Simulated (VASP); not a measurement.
# Zr2CdF6 (Fm-3m) in VASP: a series of runs

Zr2CdF6 is run at these levels: PBE; tasks: single point.

Program: VASP 6.6.1. These are calculated values, not measurements. Logs are shortened: lines on timing, memory, paths and dates and some standing lists are left out, and cuts for length are marked.

**1. The cell of the first run**

The structure is cubic, space group Fm-3m (No. 225). Conventional cell: a = 7.894 Å, b = 7.894 Å, c = 7.894 Å, α = 90.00°, β = 90.00°, γ = 90.00°. Within 3.7 Å of Zr (site symmetry -43m) lie 12 F at 2.80 Å and 4 Cd at 3.42 Å. Cd (site symmetry m-3m) has 6 F at 2.13 Å within 2.8 Å. F (site symmetry 4mm) has 1 Cd at 2.13 Å and 4 F at 2.57 Å and 4 Zr at 2.80 Å within 2.8 Å.

**2. Single point, PBE**

The input, INCAR:

```
PREC = Accurate
ENCUT = 520
EDIFF = 1E-6
ISMEAR = 0
SIGMA = 0.1
LREAL = F
LASPH = T
NELM = 60
ALGO = Normal
ISIF = 2
LWAVE = F
LCHARG = F
GGA = PE
NBANDS = 49
```

The input, KPOINTS:

```
Automatic mesh
0
Gamma
  4 4 4
```

The input, POSCAR:

```
Zr2CdF6
1.0
    0.0000000000      3.9469592647      3.9469592647
    3.9469592647      0.0000000000      3.9469592647
    3.9469592647      3.9469592647      0.0000000000
Zr Cd F
2 1 6
Direct
    0.2500000000      0.2500000000      0.2500000000
    0.7500000000      0.7500000000      0.7500000000
    0.0000000000      0.0000000000      0.0000000000
    0.7301908273      0.2698091727      0.2698091727
    0.2698091727      0.7301908273      0.7301908273
    0.2698091727      0.7301908273      0.2698091727
    0.7301908273      0.2698091727      0.7301908273
    0.2698091727      0.2698091727      0.7301908273
    0.7301908273      0.7301908273      0.2698091727
```

Potentials or basis: VASP PAW PBE potentials, release 64 (Zr_sv, Cd, F).

The run is started by

```
> cat potpaw_PBE.64/Zr_sv/POTCAR potpaw_PBE.64/Cd/POTCAR potpaw_PBE.64/F/POTCAR > POTCAR
> mpirun -np 1 vasp_std > vasp.out
```

OUTCAR:

```text
PREC = Accurate
   ENCUT = 520
   EDIFF = 1E-6
   ISMEAR = 0
   LREAL = F
   LASPH = T
   NELM = 60
   ISIF = 2
   GGA = PE

 ion  position               nearest neighbor table
   1  0.250  0.250  0.250-   4 2.80   6 2.80   8 2.80   5 2.80   7 2.80   8 2.80   5 2.80   6 2.80
                             9 2.80   4 2.80   7 2.80   9 2.80   3 3.42   3 3.42   3 3.42   3 3.42
   2  0.750  0.750  0.750-   5 2.80   6 2.80   8 2.80   4 2.80   7 2.80   8 2.80   4 2.80   6 2.80
                             9 2.80   5 2.80   7 2.80   9 2.80   3 3.42   3 3.42   3 3.42   3 3.42
   3  0.000  0.000  0.000-   4 2.13   5 2.13   6 2.13   7 2.13   8 2.13   9 2.13   2 3.42   2 3.42
                             1 3.42   2 3.42   2 3.42   1 3.42   1 3.42   1 3.42
   4  0.730  0.270  0.270-   3 2.13   1 2.80   1 2.80   2 2.80   2 2.80
   5  0.270  0.730  0.730-   3 2.13   1 2.80   2 2.80   1 2.80   2 2.80
   6  0.270  0.730  0.270-   3 2.13   1 2.80   1 2.80   2 2.80   2 2.80
   7  0.730  0.270  0.730-   3 2.13   1 2.80   2 2.80   1 2.80   2 2.80
   8  0.270  0.270  0.730-   3 2.13   1 2.80   1 2.80   2 2.80   2 2.80
   9  0.730  0.730  0.270-   3 2.13   1 2.80   2 2.80   1 2.80   2 2.80

  LATTYP: Found a face centered cubic cell.
 ALAT       =     7.8939185294

  Lattice vectors:

 A1 = (   0.0000000000,   3.9469592647,   3.9469592647)
 A2 = (   3.9469592647,   0.0000000000,   3.9469592647)
 A3 = (   3.9469592647,   3.9469592647,   0.0000000000)

Analysis of symmetry for initial positions (statically):
=====================================================================
 Subroutine PRICEL returns:
 Original cell was already a primitive cell.

 Routine SETGRP: Setting up the symmetry group for a
 face centered cubic supercell.

 Subroutine GETGRP returns: Found 48 space group operations
 (whereof 48 operations were pure point group operations)
 out of a pool of 48 trial point group operations.

The static configuration has the point symmetry O_h .

Analysis of symmetry for dynamics (positions and initial velocities):
=====================================================================
 Subroutine PRICEL returns:
 Original cell was already a primitive cell.

 Routine SETGRP: Setting up the symmetry group for a
 face centered cubic supercell.

 Subroutine GETGRP returns: Found 48 space group operations
 (whereof 48 operations were pure point group operations)
 out of a pool of 48 trial point group operations.

The dynamic configuration has the point symmetry O_h .

 Subroutine INISYM returns: Found 48 space group operations
[... 102 lines left out ...]
   POTIM  = 0.5000    time-step for ionic-motion
   TEBEG  =    0.0;   TEEND  =   0.0 temperature during run
   PSTRESS=    0.0 pullay stress
   NELECT =      78.0000    total number of electrons
   NUPDOWN=      -1.0000    fix difference up-down
   EMIN   =  10.00;   EMAX   =-10.00  energy-range for DOS
   EFERMI =   0.00;   METHOD = LEGACY
   ISMEAR =     0;   SIGMA  =   0.10  broadening in eV -4-tet -1-fermi 0-gaus
   EFERMI_NEDOS =   21; number of points for ismear=-14 and -15
   IALGO  =     38    algorithm
   IMIX   =      4    mixing-type and parameters
     AMIX     =   0.40;   BMIX     =  1.00
     AMIX_MAG =   1.60;   BMIX_MAG =  1.00
  volume/ion in A,a.u.               =      13.66        92.21
  Fermi-wavevector in a.u.,A,eV,Ry     =   1.406588  2.658067 26.919006  1.978491
  Thomas-Fermi vector in A             =   2.528934
   LORBIT       =      0    0 simple, 1 ext, 2 COOP (PROOUT), +10 PAW based schemes
   GGA     = PE    functional components
   LHFCALC =     F    Hartree Fock is set to
   AEXX    =    0.0000 exact exchange contribution
   IVDW    =     0    specifies the selected vdW correction
   LEPSILON=     F    determine dielectric tensor
   LRPA    =     F    only Hartree local field effects (RPA)
 non-spin polarized calculation
 Gauss-broadening in eV      SIGMA  =   0.10
  energy-cutoff  :      520.00
  volume of cell :      122.98
 maximum number of plane-waves:      3329
 NGX is ok and might be reduce to    42
   NGX = 21   NGY = 21   NGZ = 21

 number of electron      77.9999973 magnetization

 Free energy of the ion-electron system (eV)
  ---------------------------------------------------
  ext. energy  EPLUGINS =         0.00000000
  ---------------------------------------------------
  free energy    TOTEN  =       -43.04370638 eV

  energy without entropy =      -42.97938794  energy(sigma->0) =      -43.01154716

 E-fermi :   6.0449     XC(G=0): -10.6394

 val. band max:        6.0073207826   @ k =   0.5000   0.2500   0.0000
 cond. band min:       6.0942510862   @ k =   0.2500   0.0000   0.0000
 fundamental gap:      0.0869303036
 Fermi energy:         6.0449439143

 k-point     1 :       0.0000    0.0000    0.0000
  band No.  band energies     occupation
      1     -45.2343      2.00000
      2     -45.2260      2.00000
      3     -23.1988      2.00000
      4     -23.1988      2.00000
      5     -23.1988      2.00000
      6     -23.1520      2.00000
[... 405 lines left out ...]
     48       9.3650      0.00000
     49       9.4043      0.00000

------------------------ aborting loop because EDIFF is reached ----------------------------------------

  FORCE on cell =-STRESS in cart. coord.  units (eV):
  Direction    XX          YY          ZZ          XY          YZ          ZX
  --------------------------------------------------------------------------------------
  -------------------------------------------------------------------------------------
  Total        0.2253101      0.2253101      0.2253101      0.0000000      0.0000000     -0.0000000
  in kB        2.9354401      2.9354401      2.9354401      0.0000000      0.0000000     -0.0000000
  external PRESSURE =       2.9354401 kB  Pullay stress =       0.0000000 kB

 VOLUME and BASIS-vectors are now :
 -----------------------------------------------------------------------------
  energy-cutoff  :      520.00
  volume of cell :      122.98
      direct lattice vectors                 reciprocal lattice vectors
     0.000000000  3.946959265  3.946959265    -0.126679797  0.126679797  0.126679797
     3.946959265  0.000000000  3.946959265     0.126679797 -0.126679797  0.126679797
     3.946959265  3.946959265  0.000000000     0.126679797  0.126679797 -0.126679797

 POSITION                                       TOTAL-FORCE (eV/Angst)
 -----------------------------------------------------------------------------------
      1.97348      1.97348      1.97348        -0.000000      0.000000     -0.000000
      5.92044      5.92044      5.92044        -0.000000      0.000000      0.000000
      0.00000      0.00000      0.00000        -0.000000      0.000000      0.000000
      2.12985      3.94696      3.94696         0.153513      0.000000      0.000000
      5.76407      3.94696      3.94696        -0.153513      0.000000      0.000000
      3.94696      2.12985      3.94696        -0.000000      0.153513      0.000000
      3.94696      5.76407      3.94696        -0.000000     -0.153513      0.000000
      3.94696      3.94696      2.12985        -0.000000      0.000000      0.153513
      3.94696      3.94696      5.76407        -0.000000      0.000000     -0.153513
 -----------------------------------------------------------------------------------
    total drift:                                0.000000      0.000000      0.000000

  FREE ENERGIE OF THE ION-ELECTRON SYSTEM (eV)
  ---------------------------------------------------
  free  energy   TOTEN  =       -43.0437063808 eV

  energy  without entropy=      -42.9793879357  energy(sigma->0) =      -43.01154716
```

Wall time 80 s (1 thread of Intel Xeon Platinum 8175M at 2.50GHz (Skylake/Cascade Lake), shared host); peak memory 0.27 GiB.

What came out:

```
Free energy            : -43.0437 eV
Pressure               : 0.3 GPa
Largest force          : 0.154 eV/Å
Band gap on the k mesh : zero (band 39 reaches 6.14 eV, above the bottom of band 40 at 4.95 eV)
```

Forces in eV/Å, atoms in the order of the input:
```
Zr   0.000  0.000  0.000
Zr   0.000  0.000  0.000
Cd   0.000  0.000  0.000
F    0.154  0.000  0.000
F   -0.154  0.000  0.000
F    0.000  0.154  0.000
F    0.000 -0.154  0.000
F    0.000  0.000  0.154
F    0.000  0.000 -0.154
```

**3. Single point, PBE**

This run uses another cell than the first one, of 14.27 Å³/atom, 1.045 times its volume.

The input, INCAR:

```
SYSTEM = Zr2CdF6
ALGO = Normal
EDIFF = 1E-7
ENCUT = 520
GGA = PE
ISIF = 2
ISMEAR = 0
LASPH = .TRUE.
LCHARG = .TRUE.
LELF = .TRUE.
LREAL = .FALSE.
LVHAR = .TRUE.
LWAVE = .FALSE.
NBANDS = 49
NELM = 100
PREC = Accurate
SIGMA = 0.1
```

The input, KPOINTS:

```
k-points
0
G
  4 4 4
  0 0 0
```

The input, POSCAR:

```
Zr2CdF6
1.0
    0.0000000000      4.0047614500      4.0047614500
    4.0047614500      0.0000000000      4.0047614500
    4.0047614500      4.0047614500      0.0000000000
Zr Cd F
2 1 6
Direct
    0.2500000000      0.2500000000      0.2500000000
    0.7500000000      0.7500000000      0.7500000000
    0.0000000000      0.0000000000      0.0000000000
    0.7500000000      0.2500000000      0.2500000000
    0.2500000000      0.7500000000      0.7500000000
    0.2500000000      0.7500000000      0.2500000000
    0.7500000000      0.2500000000      0.7500000000
    0.2500000000      0.2500000000      0.7500000000
    0.7500000000      0.7500000000      0.2500000000
```

Potentials or basis: VASP PAW PBE potentials, release 64 (Zr_sv, Cd, F).

The run is started by

```
> cat potpaw_PBE.64/Zr_sv/POTCAR potpaw_PBE.64/Cd/POTCAR potpaw_PBE.64/F/POTCAR > POTCAR
> mpirun -np 1 vasp_std > vasp.out
```

It took 94 s on 1 thread of Intel Xeon Platinum 8175M at 2.50GHz (Skylake/Cascade Lake), shared host; peak memory 0.27 GiB.

It converged, with:

```
Free energy            : -41.6254 eV
Pressure               : 8.4 GPa
Band gap on the k mesh : zero (band 39 reaches 5.63 eV, above the bottom of band 40 at 4.64 eV)
```

Levels at points of the mesh, in eV from the Fermi level:
```tsv
k point	band 37	band 38	band 39	band 40	band 41	band 42
(0.00, 0.00, 0.00)	-2.84	-1.13	-1.13	-0.92	-0.16	-0.16
(0.50, 0.00, 0.00)	-3.07	-0.03	-0.03	0.01	0.01	0.20
(0.50, 0.50, 0.00)	-2.84	-0.13	-0.13	0.15	0.28	0.49
```
